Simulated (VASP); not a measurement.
A run of VASP 6.6.1:

Contents of INCAR:

```
SYSTEM = BeIr2
PREC = Accurate ; ENCUT = 520
EDIFF = 1E-6 ; ISMEAR = 0
SIGMA = 0.1 ; LREAL = .False.
LASPH = .True. ; NELM = 80
ALGO = Fast ; ISIF = 2
LWAVE = .False. ; LCHARG = .False.
GGA = PE ; NBANDS = 17
```

File KPOINTS:

```
regular mesh
0
Gamma
  16 16 16
  0 0 0
```

File POSCAR:

```
BeIr2
1.0
   -1.9161927454      1.9170894049      2.7105308263
    1.9161927454     -1.9170894049      2.7105308263
    1.9161927454      1.9170894049     -2.7105308263
Be Ir
1 2
Direct
    0.0000000000      0.0000000000      0.0000000000
    0.7499277542      0.2499277542      0.5000000000
    0.2500722458      0.7500722458      0.5000000000
```

Potentials or basis: VASP PAW PBE potentials, release 64 (Be, Ir).

The run is started by

```sh
$ cat potpaw_PBE.64/Be/POTCAR potpaw_PBE.64/Ir/POTCAR > POTCAR
$ mpirun -np 1 vasp_std > vasp.out
```

Hardware: 1 thread of Intel(R) Xeon(R) 6975P-C (Granite Rapids), with other jobs on the host.

Task: Estimate the wall time of this run.

Result: Run time: 4.8 min on 1 thread of Intel(R) Xeon(R) 6975P-C (Granite Rapids), on a shared host, peak memory 0.5 GiB. Counts: scf iterations 17, k points 621.
